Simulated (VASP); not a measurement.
# Cs (Im-3m) in VASP: a series of runs

Cs is run at these levels: LDA; tasks: single point.

Program: VASP 6.6.1. These are calculated values, not measurements. Logs are shortened: lines on timing, memory, paths and dates and some standing lists are left out, and cuts for length are marked.

### 1 The cell of the first run

It takes space group Im-3m (No. 229, cubic). Conventional cell: a = 5.824 Å, b = 5.824 Å, c = 5.824 Å, α = 90.00°, β = 90.00°, γ = 90.00°.

### 2 Single point, LDA

The input, INCAR:

```
SYSTEM = Cs
  PREC = Accurate
  ENCUT = 500
  EDIFF = 1E-6
  ISMEAR = 0
  SIGMA = 0.05
  LREAL = .FALSE.
  LASPH = .TRUE.
  NELM = 120
  ALGO = Normal
  ISIF = 2
  LWAVE = .FALSE.
  LCHARG = .FALSE.
  NBANDS = 10
  GGA_COMPAT = .FALSE.
```

The input, KPOINTS:

```
Automatic mesh
0
G
  4 4 4
  0 0 0
```

The input, POSCAR:

```
Cs
1.0
   -2.9117992327      2.9117992327      2.9117992327
    2.9117992327     -2.9117992327      2.9117992327
    2.9117992327      2.9117992327     -2.9117992327
Cs
1
Direct
    0.0013351904      0.0035032132     -0.0039034730
```

Potentials or basis: VASP PAW LDA potentials, release 64 (Cs_sv).

Run with:

```console
$ cat potpaw_LDA.64/Cs_sv/POTCAR > POTCAR
$ mpirun -np 1 vasp_std > vasp.out
```

OUTCAR:

```text
SYSTEM = Cs
   PREC = Accurate
   ENCUT = 500
   EDIFF = 1E-6
   ISMEAR = 0
   LREAL = .FALSE.
   LASPH = .TRUE.
   NELM = 120
   ISIF = 2

 ion  position               nearest neighbor table
   1  0.001  0.004  0.996-

  LATTYP: Found a body centered cubic cell.
 ALAT       =     5.8235984654

  Lattice vectors:

 A1 = (  -2.9117992327,   2.9117992327,   2.9117992327)
 A2 = (   2.9117992327,  -2.9117992327,   2.9117992327)
 A3 = (   2.9117992327,   2.9117992327,  -2.9117992327)

Analysis of symmetry for initial positions (statically):
=====================================================================
 Subroutine PRICEL returns:
 Original cell was already a primitive cell.

 Routine SETGRP: Setting up the symmetry group for a
 body centered cubic supercell.

 Subroutine GETGRP returns: Found 48 space group operations
 (whereof  1 operations were pure point group operations)
 out of a pool of 48 trial point group operations.

The static configuration has the point symmetry C_1 .
 The point group associated with its full space group is O_h .

Analysis of symmetry for dynamics (positions and initial velocities):
=====================================================================
 Subroutine PRICEL returns:
 Original cell was already a primitive cell.

 Routine SETGRP: Setting up the symmetry group for a
 body centered cubic supercell.

 Subroutine GETGRP returns: Found 48 space group operations
 (whereof  1 operations were pure point group operations)
 out of a pool of 48 trial point group operations.

The dynamic configuration has the point symmetry C_1 .
 The point group associated with its full space group is O_h .

 Subroutine INISYM returns: Found 48 space group operations
 (whereof  1 operations are pure point group operations),
 and found     1 'primitive' translations

----------------------------------------------------------------------------------------

                                     Primitive cell

  volume of cell :      98.7516

  direct lattice vectors                    reciprocal lattice vectors
    -2.911799233  2.911799233  2.911799233     0.000000000  0.171715136  0.171715136
     2.911799233 -2.911799233  2.911799233     0.171715136  0.000000000  0.171715136
     2.911799233  2.911799233 -2.911799233     0.171715136  0.171715136  0.000000000

  length of vectors
     5.043384212  5.043384212  5.043384212     0.242841874  0.242841874  0.242841874

  position of ions in fractional coordinates (direct lattice)
     0.001335190  0.003503213  0.996096527

  ion indices of the primitive-cell ions
   primitive index   ion index
                 1           1

----------------------------------------------------------------------------------------

 KPOINTS: Automatic mesh

Automatic generation of k-mesh.
 Grid dimensions read from file:
 generate k-points for:    4    4    4

 Generating k-lattice:

  Cartesian coordinates                     Fractional coordinates (reciprocal lattice)
     0.000000000  0.042928784  0.042928784     0.250000000  0.000000000  0.000000000
     0.042928784  0.000000000  0.042928784     0.000000000  0.250000000  0.000000000
     0.042928784  0.042928784  0.000000000     0.000000000  0.000000000  0.250000000

  Length of vectors
     0.060710468  0.060710468  0.060710468

  Shift w.r.t. Gamma in fractional coordinates (k-lattice)
     0.000000000  0.000000000  0.000000000

 Subroutine IBZKPT returns following result:
 ===========================================

 Found      8 irreducible k-points:

 Following reciprocal coordinates:
            Coordinates               Weight
  0.000000  0.000000  0.000000      1.000000
  0.250000  0.000000  0.000000     12.000000
  0.500000  0.000000  0.000000      6.000000
  0.250000  0.250000  0.000000     24.000000
  0.250000  0.250000  0.250000      2.000000
 -0.250000  0.250000  0.250000      6.000000
  0.500000  0.500000  0.250000     12.000000
  0.500000  0.500000  0.500000      1.000000
   k-points           NKPTS =      8   k-points in BZ     NKDIM =      8   number of bands    NBANDS=     10
   number of dos      NEDOS =    301   number of ions     NIONS =      1
   total plane-waves  NPLWV =  64000
   dimension x,y,z NGX =    40 NGY =   40 NGZ =   40
   dimension x,y,z NGXF=    80 NGYF=   80 NGZF=   80
   ions per type =               1
   NGX,Y,Z   is equivalent  to a cutoff of  13.19, 13.19, 13.19 a.u.
   NGXF,Y,Z  is equivalent  to a cutoff of  26.37, 26.37, 26.37 a.u.
 SYSTEM =  Cs
   PREC   = accura    normal or accurate (medium, high low for compatibility)
   ISTART =      0    job   : 0-new  1-cont  2-samecut
   ICHARG =      2    charge: 1-file 2-atom 10-const
   ISPIN  =      1    spin polarized calculation?
   LNONCOLLINEAR =      F non collinear calculations
   LSORBIT =      F    spin-orbit coupling
   LASPH  =      T    aspherical Exc in radial PAW
   ENCUT  =  500.0 eV  36.75 Ry    6.06 a.u.   9.20  9.20  9.20*2*pi/ulx,y,z
   NELM   =    120;   NELMIN=  2; NELMDL= -5     # of ELM steps
   EDIFF  = 0.1E-05   stopping-criterion for ELM
   LREAL  =      F    real-space projection
   EDIFFG = 0.1E-04   stopping-criterion for IOM
   NSW    =      0    number of steps for IOM
   IBRION =     -1    ionic relax: 0-MD 1-quasi-New 2-CG
   NFREE  =      0    steps in history (QN), initial steepest desc. (CG)
   ISIF   =      2    stress and relaxation
   ISYM   =      2    0-nonsym 1-usesym 2-fastsym
   POTIM  = 0.5000    time-step for ionic-motion
   TEBEG  =    0.0;   TEEND  =   0.0 temperature during run
   PSTRESS=    0.0 pullay stress
   NELECT =       9.0000    total number of electrons
   NUPDOWN=      -1.0000    fix difference up-down
   EMIN   =  10.00;   EMAX   =-10.00  energy-range for DOS
   EFERMI =   0.00;   METHOD = LEGACY
   ISMEAR =     0;   SIGMA  =   0.05  broadening in eV -4-tet -1-fermi 0-gaus
   EFERMI_NEDOS =   21; number of points for ismear=-14 and -15
   IALGO  =     38    algorithm
   IMIX   =      4    mixing-type and parameters
     AMIX     =   0.40;   BMIX     =  1.00
     AMIX_MAG =   1.60;   BMIX_MAG =  1.00
  volume/ion in A,a.u.               =      98.75       666.41
  Fermi-wavevector in a.u.,A,eV,Ry     =   0.736729  1.392215  7.384823  0.542769
  Thomas-Fermi vector in A             =   1.830238
   LORBIT       =      0    0 simple, 1 ext, 2 COOP (PROOUT), +10 PAW based schemes
   GGA     = CA    functional components
   LHFCALC =     F    Hartree Fock is set to
   AEXX    =    0.0000 exact exchange contribution
   IVDW    =     0    specifies the selected vdW correction
   LEPSILON=     F    determine dielectric tensor
   LRPA    =     F    only Hartree local field effects (RPA)
 non-spin polarized calculation
 Gauss-broadening in eV      SIGMA  =   0.05
  energy-cutoff  :      500.00
  volume of cell :       98.75
 maximum number of plane-waves:      2528
 NGX is ok and might be reduce to    40
   NGX = 19   NGY = 19   NGZ = 19

 number of electron       9.0000000 magnetization

 Free energy of the ion-electron system (eV)
  ---------------------------------------------------
  ext. energy  EPLUGINS =         0.00000000
  ---------------------------------------------------
  free energy    TOTEN  =        -0.94188059 eV

  energy without entropy =       -0.93268980  energy(sigma->0) =       -0.93728520

 E-fermi :   0.7298     XC(G=0):  -5.9449

 val. band max:        0.6355159988   @ k =   0.5000   0.0000   0.0000
 cond. band min:       0.7490478452   @ k =   0.2500   0.2500   0.0000
 fundamental gap:      0.1135318464
 Fermi energy:         0.7297535802

 k-point     1 :       0.0000    0.0000    0.0000
  band No.  band energies     occupation
      1     -23.0448      2.00000
      2      -9.7477      2.00000
      3      -9.7477      2.00000
      4      -9.7477      2.00000
      5      -1.1482      2.00000
      6       3.2022      0.00000
      7       3.2022      0.00000
      8       3.2022      0.00000
      9       4.2221      0.00000
     10       4.2221      0.00000

 k-point     2 :       0.2500    0.0000    0.0000
  band No.  band energies     occupation
      1     -23.0378      2.00000
      2      -9.8687      2.00000
      3      -9.7862      2.00000
      4      -9.7483      2.00000
      5      -0.3995      2.00000
      6       2.4496      0.00000
      7       2.6470      0.00000
      8       4.0114      0.00000
      9       4.0407      0.00000
     10       4.2261      0.00000

 k-point     3 :       0.5000    0.0000    0.0000
  band No.  band energies     occupation
      1     -23.0308      2.00000
      2      -9.9825      2.00000
      3      -9.8239      2.00000
      4      -9.7488      2.00000
      5       0.6355      1.99231
      6       1.8195      0.00000
      7       2.2678      0.00000
      8       4.0709      0.00000
      9       4.7215      0.00000
     10       5.4215      0.00000

 k-point     4 :       0.2500    0.2500    0.0000
  band No.  band energies     occupation
      1     -23.0308      2.00000
      2      -9.9398      2.00000
      3      -9.8461      2.00000
      4      -9.7723      2.00000
      5       0.7490      0.58526
      6       1.8369      0.00000
      7       2.1509      0.00000
      8       4.0729      0.00000
      9       4.3813      0.00000
     10       5.0992      0.00000

 k-point     5 :       0.2500    0.2500    0.2500
  band No.  band energies     occupation
      1     -23.0299      2.00000
      2      -9.8643      2.00000
      3      -9.8643      2.00000
      4      -9.8643      2.00000
      5       1.7468      0.00000
      6       1.7468      0.00000
      7       1.7468      0.00000
      8       3.4024      0.00000
      9       4.8116      0.00000
     10       4.8116      0.00000

 k-point     6 :      -0.2500    0.2500    0.2500
  band No.  band energies     occupation
      1     -23.0316      2.00000
      2      -9.8730      2.00000
      3      -9.8278      2.00000
      4      -9.8278      2.00000
      5       0.2602      2.00000
      6       2.2047      0.00000
      7       3.0156      0.00000
      8       3.0156      0.00000
      9       4.0528      0.00000
     10       4.3217      0.00000

 k-point     7 :       0.5000    0.5000    0.2500
  band No.  band energies     occupation
      1     -23.0254      2.00000
      2      -9.9476      2.00000
      3      -9.8685      2.00000
      4      -9.8323      2.00000
      5       1.2617      0.00000
      6       1.4932      0.00000
      7       2.8038      0.00000
      8       2.9641      0.00000
      9       4.4699      0.00000
     10       5.7616      0.00000

 k-point     8 :       0.5000    0.5000    0.5000
  band No.  band energies     occupation
      1     -23.0200      2.00000
      2      -9.9121      2.00000
      3      -9.9121      2.00000
      4      -9.9121      2.00000
      5       1.2166      0.00000
      6       1.2166      0.00000
      7       4.1270      0.00000
      8       4.1270      0.00000
      9       4.1270      0.00000
     10       5.4744      0.00000

------------------------ aborting loop because EDIFF is reached ----------------------------------------

  FORCE on cell =-STRESS in cart. coord.  units (eV):
  Direction    XX          YY          ZZ          XY          YZ          ZX
  --------------------------------------------------------------------------------------
  -------------------------------------------------------------------------------------
  Total       -0.1051614     -0.1051614     -0.1051614      0.0000000     -0.0000000      0.0000000
  in kB       -1.7061707     -1.7061707     -1.7061707      0.0000000     -0.0000000      0.0000000
  external PRESSURE =      -1.7061707 kB  Pullay stress =       0.0000000 kB

 VOLUME and BASIS-vectors are now :
 -----------------------------------------------------------------------------
  energy-cutoff  :      500.00
  volume of cell :       98.75
      direct lattice vectors                 reciprocal lattice vectors
    -2.911799233  2.911799233  2.911799233     0.000000000  0.171715136  0.171715136
     2.911799233 -2.911799233  2.911799233     0.171715136  0.000000000  0.171715136
     2.911799233  2.911799233 -2.911799233     0.171715136  0.171715136  0.000000000

 POSITION                                       TOTAL-FORCE (eV/Angst)
 -----------------------------------------------------------------------------------
      2.90675      2.89412     -2.88634         0.000000      0.000000      0.000000
 -----------------------------------------------------------------------------------
    total drift:                               -0.000001      0.000001     -0.000003

  FREE ENERGIE OF THE ION-ELECTRON SYSTEM (eV)
  ---------------------------------------------------
  free  energy   TOTEN  =        -0.9418805931 eV

  energy  without entropy=       -0.9326898011  energy(sigma->0) =       -0.93728520
```

Wall time 13 s (1 thread of Intel Xeon 8259CL, shared host); peak memory 0.18 GiB.

What came out:

```yaml
Free_energy: -0.9419 eV
Pressure: -0.2 GPa
```

Levels at points of the mesh, in eV from the Fermi level:
| k point | band 1 | band 2 | band 3 | band 4 | band 5 | band 6 | band 7 | band 8 | band 9 |
| --- | --- | --- | --- | --- | --- | --- | --- | --- | --- |
| (0.00, 0.00, 0.00) | -23.77 | -10.48 | -10.48 | -10.48 | -1.88 | 2.47 | 2.47 | 2.47 | 3.49 |
| (0.50, 0.00, 0.00) | -23.76 | -10.71 | -10.55 | -10.48 | -0.09 | 1.09 | 1.54 | 3.34 | 3.99 |
| (0.50, 0.50, 0.50) | -23.75 | -10.64 | -10.64 | -10.64 | 0.49 | 0.49 | 3.40 | 3.40 | 3.40 |

Caveat: the k points lie up to 0.38 Å⁻¹ apart; spin-orbit coupling is left out, which moves the levels of the heavy elements.

[end of part 1 of 2]
